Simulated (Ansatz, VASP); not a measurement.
Li2S in VASP and in Ansatz

Contents of POSCAR:

```
Li2S
1.0
    0.0000000000      2.8452944180      2.8452944180
    2.8452944180      0.0000000000      2.8452944180
    2.8452944180      2.8452944180      0.0000000000
Li S
2 1
Direct
    0.2500000000      0.2500000000      0.2500000000
    0.7500000000      0.7500000000      0.7500000000
    0.0000000000      0.0000000000      0.0000000000
```

Contents of INCAR.step1:

```
PREC = Accurate
ENCUT = 830
ISMEAR = 0
SIGMA = 0.01
LREAL = False
LASPH = True
NELM = 120
NBANDS = 13
GGA = PE
ALGO = Normal
EDIFF = 1E-5
LWAVE = True
LCHARG = False
GGA_COMPAT = False
```

Contents of INCAR.step2:

```
PREC = Accurate
ENCUT = 830
EDIFF = 1E-6
ISMEAR = 0
SIGMA = 0.01
LREAL = False
LASPH = True
NELM = 120
ALGO = Normal
ISIF = 2
LWAVE = False
LCHARG = False
METAGGA = R2SCAN
LMIXTAU = True
NBANDS = 13
ISTART = 1
GGA_COMPAT = False
```

KPOINTS

```
Automatic mesh
0
Gamma
  6 6 6
```

Input for Ansatz:

```yaml
crystal:
  lattice:
    - [0.0, 2.845294418, 2.845294418]
    - [2.845294418, 0.0, 2.845294418]
    - [2.845294418, 2.845294418, 0.0]
  atoms:
    - { symbol: Li, position: [0.25, 0.25, 0.25] }
    - { symbol: Li, position: [0.75, 0.75, 0.75] }
    - { symbol: S, position: [0.0, 0.0, 0.0] }
kpoints:
  mp_grid: { grid: [6, 6, 6] }
hamiltonian:
  xc: r2scan
scf:
  occupations: { method: fixed }
output:
  optics:
    e_range: [0, 17]
    de: 0.05
    sigma: 0.1
    bands: { spectra_wanted_up_to: 17 }
```

Alike in both runs: task single point; functional r2SCAN; k mesh 6 × 6 × 6; no spin polarisation.

```csv
,VASP,Ansatz
version,VASP 6.6.1,Ansatz 0.2.0
potentials or method,"VASP PAW PBE potentials, release 64 (Li_sv, S)","plane waves, PAW"
plane-wave cutoff (eV),830,500
occupations,"gaussian, width 0.01 eV",fixed
valence electrons in the cell,12,12
```

|  | VASP | Ansatz | Ansatz less VASP |
| --- | --- | --- | --- |
| gap on the k mesh at the Fermi level (eV) | 3.86 | 3.87 | +0.017 |

VASP's potentials were made for PBE, not for r2SCAN.
